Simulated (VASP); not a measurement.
Input of a VASP 6.6.1 run:

The input INCAR:

```
SYSTEM = Na2MnAlC6N6
ALGO = Normal
EDIFF = 1E-6
ENCUT = 520
GGA = PE
ISIF = 2
ISMEAR = 0
LASPH = .True.
LCHARG = .False.
LREAL = Auto
LWAVE = .False.
NBANDS = 56
NELM = 60
PREC = Accurate
SIGMA = 0.02
```

KPOINTS

```
k-points
0
Gamma
  6 6 6
  0 0 0
```

POSCAR

```
Na2MnAlC6N6
1.0
    0.0000000000      5.0329890988      5.0329890988
    5.0329890988      0.0000000000      5.0329890988
    5.0329890988      5.0329890988      0.0000000000
Na Mn Al C N
2 1 1 6 6
Direct
    0.2500000000      0.2500000000      0.2500000000
    0.7500000000      0.7500000000      0.7500000000
    0.0000000000      0.0000000000      0.0000000000
    0.5000000000      0.5000000000      0.5000000000
    0.8126740102      0.1873259898      0.1873259898
    0.1873259898      0.8126740102      0.1873259898
    0.1873259898      0.1873259898      0.8126740102
    0.1873259898      0.8126740102      0.8126740102
    0.8126740102      0.1873259898      0.8126740102
    0.8126740102      0.8126740102      0.1873259898
    0.6950293562      0.3049706438      0.3049706438
    0.3049706438      0.6950293562      0.3049706438
    0.3049706438      0.3049706438      0.6950293562
    0.3049706438      0.6950293562      0.6950293562
    0.6950293562      0.3049706438      0.6950293562
    0.6950293562      0.6950293562      0.3049706438
```

Potentials or basis: VASP PAW PBE potentials, release 64 (Na_pv, Mn_pv, Al, C, N).

Command:

```sh
$ cat potpaw_PBE.64/Na_pv/POTCAR potpaw_PBE.64/Mn_pv/POTCAR potpaw_PBE.64/Al/POTCAR potpaw_PBE.64/C/POTCAR potpaw_PBE.64/N/POTCAR > POTCAR
$ mpirun -np 1 vasp_std > vasp.out
```

Task: Predict the largest force.

Result: 0.330 eV/Å.

Task: Predict the band gap on the k mesh.

Result: 1.61 eV (least direct gap 2.37 eV).

Forces on the atoms (eV/Å):
```
Na   0.000  0.000  0.000
Na   0.000  0.000  0.000
Mn   0.000  0.000  0.000
Al   0.000  0.000  0.000
C   -0.326  0.000  0.000
C    0.000 -0.326  0.000
C    0.000  0.000 -0.326
C    0.326  0.000  0.000
C    0.000  0.326  0.000
C    0.000  0.000  0.326
N    0.330  0.000  0.000
N    0.000  0.330  0.000
N    0.000  0.000  0.330
N   -0.330  0.000  0.000
N    0.000 -0.330  0.000
N    0.000  0.000 -0.330
```

A k mesh can miss the band edges. Spin polarisation is off, so any magnetic state and its effect on volume and gap are missing.
